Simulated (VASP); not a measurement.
# SiCl3 in VASP: single point with PBE

Aim: the single point of SiCl3 with PBE.

All numbers are computed with VASP 6.6.1; they aren't measurements. Logs are shortened: lines on timing, memory, paths and dates and some standing lists are left out, and cuts for length are marked.

## (1) The cell of the first run

The typed cell holds 8 atoms: a = 6.412 Å, b = 6.412 Å, c = 6.896 Å, α = 90.00°, β = 90.00°, γ = 120.00°.

## (2) Single point, PBE

INCAR

```
SYSTEM = SiCl3
PREC = Accurate ; ENCUT = 520
EDIFF = 1E-6 ; ISMEAR = -1
SIGMA = 0.1 ; LREAL = .FALSE.
LASPH = .TRUE. ; NELM = 80
ALGO = Normal ; ISIF = 2
LWAVE = .FALSE. ; LCHARG = .FALSE.
GGA = PE ; NBANDS = 35
```

KPOINTS

```
Automatic mesh
0
G
  6 6 5
  0 0 0
```

POSCAR

```
SiCl3
1.0
    6.4124030000      0.0000000000      0.0000000000
   -3.2062010000      5.5533080000      0.0000000000
    0.0000000000      0.0000000000      6.8959440000
Si Cl
2 6
Direct
    0.3333000000      0.6667000000      0.2500000000
    0.6666000000      0.3333000000      0.7500000000
    0.3333000000      0.0000000000      0.2500000000
    0.3333000000      0.3333000000      0.7500000000
    0.0000000000      0.3333000000      0.2500000000
    0.6667000000      0.0000000000      0.7500000000
    0.6667000000      0.6667000000      0.2500000000
    0.0000000000      0.6667000000      0.7500000000
```

Potentials or basis: VASP PAW PBE potentials, release 64 (Si, Cl).

Launch:

```
$ cat potpaw_PBE.64/Si/POTCAR potpaw_PBE.64/Cl/POTCAR > POTCAR
$ mpirun -np 1 vasp_std > vasp.out
```

OUTCAR:

```text
SYSTEM = SiCl3
   PREC = Accurate
   ENCUT = 520
   EDIFF = 1E-6
   ISMEAR = -1
   LREAL = .FALSE.
   LASPH = .TRUE.
   NELM = 80
   ISIF = 2
   GGA = PE

 ion  position               nearest neighbor table
   1  0.333  0.667  0.250-   3 2.14   5 2.14   7 2.14
   2  0.667  0.333  0.750-   4 2.14   6 2.14   8 2.14
   3  0.333  0.000  0.250-   1 2.14
   4  0.333  0.333  0.750-   2 2.14
   5  0.000  0.333  0.250-   1 2.14
   6  0.667  0.000  0.750-   2 2.14
   7  0.667  0.667  0.250-   1 2.14
   8  0.000  0.667  0.750-   2 2.14

  LATTYP: Found a hexagonal cell.
 ALAT       =     6.4124030000
 C/A-ratio  =     1.0754071446

  Lattice vectors:

 A1 = (   6.4124030000,   0.0000000000,   0.0000000000)
 A2 = (  -3.2062010000,   5.5533080000,   0.0000000000)
 A3 = (   0.0000000000,   0.0000000000,   6.8959440000)

Analysis of symmetry for initial positions (statically):
=====================================================================
 Subroutine PRICEL returns:
 Original cell was already a primitive cell.

 Routine SETGRP: Setting up the symmetry group for a
 hexagonal supercell.

 Subroutine GETGRP returns: Found  2 space group operations
 (whereof  1 operations were pure point group operations)
 out of a pool of 24 trial point group operations.

The static configuration has the point symmetry C_1 .
 The point group associated with its full space group is C_1h.

Analysis of symmetry for dynamics (positions and initial velocities):
=====================================================================
 Subroutine PRICEL returns:
 Original cell was already a primitive cell.

 Routine SETGRP: Setting up the symmetry group for a
 hexagonal supercell.

 Subroutine GETGRP returns: Found  2 space group operations
 (whereof  1 operations were pure point group operations)
 out of a pool of 24 trial point group operations.

The dynamic configuration has the point symmetry C_1 .
 The point group associated with its full space group is C_1h.

 Subroutine INISYM returns: Found  2 space group operations
 (whereof  1 operations are pure point group operations),
 and found     1 'primitive' translations

----------------------------------------------------------------------------------------

                                     Primitive cell

  volume of cell :     245.5649

  direct lattice vectors                    reciprocal lattice vectors
     6.412403000  0.000000000  0.000000000     0.155947778  0.090036411  0.000000000
    -3.206201000  5.553308000  0.000000000     0.000000000  0.180072850  0.000000000
     0.000000000  0.000000000  6.895944000     0.000000000  0.000000000  0.145012779

  length of vectors
     6.412403000  6.412406303  6.895944000     0.180072943  0.180072850  0.145012779

  position of ions in fractional coordinates (direct lattice)
     0.333300000  0.666700000  0.250000000
     0.666600000  0.333300000  0.750000000
     0.333300000  0.000000000  0.250000000
     0.333300000  0.333300000  0.750000000
     0.000000000  0.333300000  0.250000000
     0.666700000  0.000000000  0.750000000
     0.666700000  0.666700000  0.250000000
     0.000000000  0.666700000  0.750000000

  ion indices of the primitive-cell ions
   primitive index   ion index
                 1           1
                 2           2
                 3           3
                 4           4
                 5           5
                 6           6
                 7           7
                 8           8

----------------------------------------------------------------------------------------

 KPOINTS: Automatic mesh

Automatic generation of k-mesh.
 Grid dimensions read from file:
 generate k-points for:    6    6    5

 Generating k-lattice:

  Cartesian coordinates                     Fractional coordinates (reciprocal lattice)
     0.025991296  0.015006069  0.000000000     0.166666667  0.000000000  0.000000000
     0.000000000  0.030012142  0.000000000     0.000000000  0.166666667  0.000000000
     0.000000000  0.000000000  0.029002556     0.000000000  0.000000000  0.200000000

  Length of vectors
     0.030012157  0.030012142  0.029002556

  Shift w.r.t. Gamma in fractional coordinates (k-lattice)
     0.000000000  0.000000000  0.000000000

 Subroutine IBZKPT returns following result:
 ===========================================

 Found     60 irreducible k-points:

 Following reciprocal coordinates:
            Coordinates               Weight
  0.000000  0.000000  0.000000      1.000000
  0.166667 -0.000000  0.000000      2.000000
  0.000000  0.166667  0.000000      2.000000
 -0.166667  0.166667  0.000000      2.000000
  0.333333 -0.000000  0.000000      2.000000
  0.000000  0.333333  0.000000      2.000000
[... 16 lines left out ...]
  0.000000  0.166667  0.200000      4.000000
 -0.166667  0.166667  0.200000      4.000000
 [... further k-points ...]
   k-points           NKPTS =     60   k-points in BZ     NKDIM =     60   number of bands    NBANDS=     35
   number of dos      NEDOS =    301   number of ions     NIONS =      8
   total plane-waves  NPLWV = 124416
   dimension x,y,z NGX =    48 NGY =   48 NGZ =   54
   dimension x,y,z NGXF=    96 NGYF=   96 NGZF=  108
   ions per type =               2   6
   NGX,Y,Z   is equivalent  to a cutoff of  12.44, 12.44, 13.02 a.u.
   NGXF,Y,Z  is equivalent  to a cutoff of  24.89, 24.89, 26.04 a.u.
 SYSTEM =  SiCl3
   PREC   = accura    normal or accurate (medium, high low for compatibility)
   ISTART =      0    job   : 0-new  1-cont  2-samecut
   ICHARG =      2    charge: 1-file 2-atom 10-const
   ISPIN  =      1    spin polarized calculation?
   LNONCOLLINEAR =      F non collinear calculations
   LSORBIT =      F    spin-orbit coupling
   LASPH  =      T    aspherical Exc in radial PAW
   ENCUT  =  520.0 eV  38.22 Ry    6.18 a.u.  11.92 11.92 12.82*2*pi/ulx,y,z
   NELM   =     80;   NELMIN=  2; NELMDL= -5     # of ELM steps
   EDIFF  = 0.1E-05   stopping-criterion for ELM
   LREAL  =      F    real-space projection
   EDIFFG = 0.1E-04   stopping-criterion for IOM
   NSW    =      0    number of steps for IOM
   IBRION =     -1    ionic relax: 0-MD 1-quasi-New 2-CG
   NFREE  =      0    steps in history (QN), initial steepest desc. (CG)
   ISIF   =      2    stress and relaxation
   ISYM   =      2    0-nonsym 1-usesym 2-fastsym
   POTIM  = 0.5000    time-step for ionic-motion
   TEBEG  =    0.0;   TEEND  =   0.0 temperature during run
   PSTRESS=    0.0 pullay stress
   NELECT =      50.0000    total number of electrons
   NUPDOWN=      -1.0000    fix difference up-down
   EMIN   =  10.00;   EMAX   =-10.00  energy-range for DOS
   EFERMI =   0.00;   METHOD = LEGACY
   ISMEAR =    -1;   SIGMA  =   0.10  broadening in eV -4-tet -1-fermi 0-gaus
   EFERMI_NEDOS =   21; number of points for ismear=-14 and -15
   IALGO  =     38    algorithm
   IMIX   =      4    mixing-type and parameters
     AMIX     =   0.40;   BMIX     =  1.00
     AMIX_MAG =   1.60;   BMIX_MAG =  1.00
  volume/ion in A,a.u.               =      30.70       207.14
  Fermi-wavevector in a.u.,A,eV,Ry     =   0.963110  1.820015 12.620514  0.927582
  Thomas-Fermi vector in A             =   2.092628
   LORBIT       =      0    0 simple, 1 ext, 2 COOP (PROOUT), +10 PAW based schemes
   GGA     = PE    functional components
   LHFCALC =     F    Hartree Fock is set to
   AEXX    =    0.0000 exact exchange contribution
   IVDW    =     0    specifies the selected vdW correction
   LEPSILON=     F    determine dielectric tensor
   LRPA    =     F    only Hartree local field effects (RPA)
 non-spin polarized calculation
  energy-cutoff  :      520.00
  volume of cell :      245.56
 maximum number of plane-waves:      6630
   NGX = 23   NGY = 23   NGZ = 25

 number of electron      49.9999997 magnetization

 Free energy of the ion-electron system (eV)
  ---------------------------------------------------
  ext. energy  EPLUGINS =         0.00000000
  ---------------------------------------------------
  free energy    TOTEN  =       -25.99811227 eV

  energy without entropy =      -25.73786721  energy(sigma->0) =      -25.86798974

 E-fermi :   1.9947     XC(G=0):  -7.4640

 val. band max:        1.9886490070   @ k =   0.5000   0.0000   0.2000
 cond. band min:       1.9981420860   @ k =  -0.3333   0.3333   0.4000
 fundamental gap:      0.0094930790
 Fermi energy:         1.9947392756

 k-point     1 :       0.0000    0.0000    0.0000
  band No.  band energies     occupation
      1     -15.2192      2.00000
      2     -15.0183      2.00000
      3     -14.4619      2.00000
      4     -14.4609      2.00000
      5     -14.4474      2.00000
      6     -14.4464      2.00000
[... 27 lines left out ...]
     34       7.6753      0.00000
     35       8.4875      0.00000

 k-point     2 :       0.1667   -0.0000    0.0000
  band No.  band energies     occupation
      1     -15.1849      2.00000
      2     -14.9977      2.00000
      3     -14.4989      2.00000
      4     -14.4845      2.00000
      5     -14.4582      2.00000
      6     -14.4457      2.00000
[... 27 lines left out ...]
     34       7.9069      0.00000
     35       8.4429      0.00000

 k-point     3 :       0.0000    0.1667    0.0000
  band No.  band energies     occupation
      1     -15.1849      2.00000
      2     -14.9977      2.00000
      3     -14.4992      2.00000
      4     -14.4843      2.00000
      5     -14.4583      2.00000
      6     -14.4455      2.00000
[... 27 lines left out ...]
     34       7.9070      0.00000
     35       8.4535      0.00000
[... 723 lines left out ...]
 k-point    23 :       0.0000    0.1667    0.2000
  band No.  band energies     occupation
      1     -15.1675      2.00000
      2     -15.0160      2.00000
      3     -14.4955      2.00000
      4     -14.4808      2.00000
      5     -14.4621      2.00000
      6     -14.4492      2.00000
[... 27 lines left out ...]
     34       7.7922      0.00000
     35       8.0469      0.00000

 k-point    24 :      -0.1667    0.1667    0.2000
  band No.  band energies     occupation
      1     -15.1675      2.00000
      2     -15.0160      2.00000
      3     -14.4960      2.00000
      4     -14.4802      2.00000
      5     -14.4629      2.00000
      6     -14.4486      2.00000
[... 27 lines left out ...]
     34       7.7922      0.00000
     35       8.0457      0.00000

 [... further k-points ...]
[... 5 lines left out ...]
  --------------------------------------------------------------------------------------
  -------------------------------------------------------------------------------------
  Total        0.7240997      0.7246733      0.5552610     -0.0037385      0.0000000      0.0000000
  in kB        4.7243564      4.7280991      3.6227758     -0.0243914      0.0000000      0.0000000
  external PRESSURE =       4.3584104 kB  Pullay stress =       0.0000000 kB

 VOLUME and BASIS-vectors are now :
 -----------------------------------------------------------------------------
  energy-cutoff  :      520.00
  volume of cell :      245.56
      direct lattice vectors                 reciprocal lattice vectors
     6.412403000  0.000000000  0.000000000     0.155947778  0.090036411  0.000000000
    -3.206201000  5.553308000  0.000000000     0.000000000  0.180072850  0.000000000
     0.000000000  0.000000000  6.895944000     0.000000000  0.000000000  0.145012779

 POSITION                                       TOTAL-FORCE (eV/Angst)
 -----------------------------------------------------------------------------------
     -0.00032      3.70239      1.72399         0.004132     -0.002535      0.000000
      3.20588      1.85092      5.17196         0.004150      0.002531      0.000000
      2.13725      0.00000      1.72399         0.100640     -0.155777      0.000000
      1.06863      1.85092      5.17196         0.185494      0.009100      0.000000
     -1.06863      1.85092      1.72399         0.085422      0.167584      0.000000
      4.27515      0.00000      5.17196        -0.102457      0.157851      0.000000
      2.13757      3.70239      1.72399        -0.190271     -0.009311      0.000000
     -2.13757      3.70239      5.17196        -0.087111     -0.169442      0.000000
 -----------------------------------------------------------------------------------
    total drift:                               -0.000006      0.000000      0.000000

  FREE ENERGIE OF THE ION-ELECTRON SYSTEM (eV)
  ---------------------------------------------------
  free  energy   TOTEN  =       -25.9981122683 eV

  energy  without entropy=      -25.7378672093  energy(sigma->0) =      -25.86798974
```

It took 7.4 min on 1 thread of Intel Xeon Platinum 8259CL at 2.50GHz (Skylake/Cascade Lake), shared host; peak memory 0.58 GiB.

What came out:

| Item | Value |
| --- | --- |
| Free energy | -25.9981 eV |
| Pressure | 0.4 GPa |
| Largest force | 0.191 eV/Å |
| Band gap on the k mesh | zero (bands 25 and 26 overlap by 0.06 eV) |

Forces in eV/Å, atoms in the order of the input:
```
Si   0.004 -0.003  0.000
Si   0.004  0.003  0.000
Cl   0.101 -0.156  0.000
Cl   0.185  0.009  0.000
Cl   0.085  0.168  0.000
Cl  -0.102  0.158  0.000
Cl  -0.190 -0.009  0.000
Cl  -0.087 -0.169  0.000
```

Levels at points of the mesh, in eV from the Fermi level:
```csv
k point,band 22,band 23,band 24,band 25,band 26,band 27,band 28,band 29
"(0.00, 0.00, 0.00)",-3.89,-3.79,-3.79,-0.48,0.04,0.19,1.06,4.22
"(0.50, 0.00, 0.00)",-3.82,-3.59,-3.55,-0.01,0.07,0.45,0.84,3.41
"(0.00, 0.50, 0.00)",-3.82,-3.59,-3.55,-0.01,0.07,0.45,0.84,3.41
"(0.50, 0.50, 0.00)",-3.82,-3.59,-3.55,-0.01,0.07,0.45,0.84,3.41
```
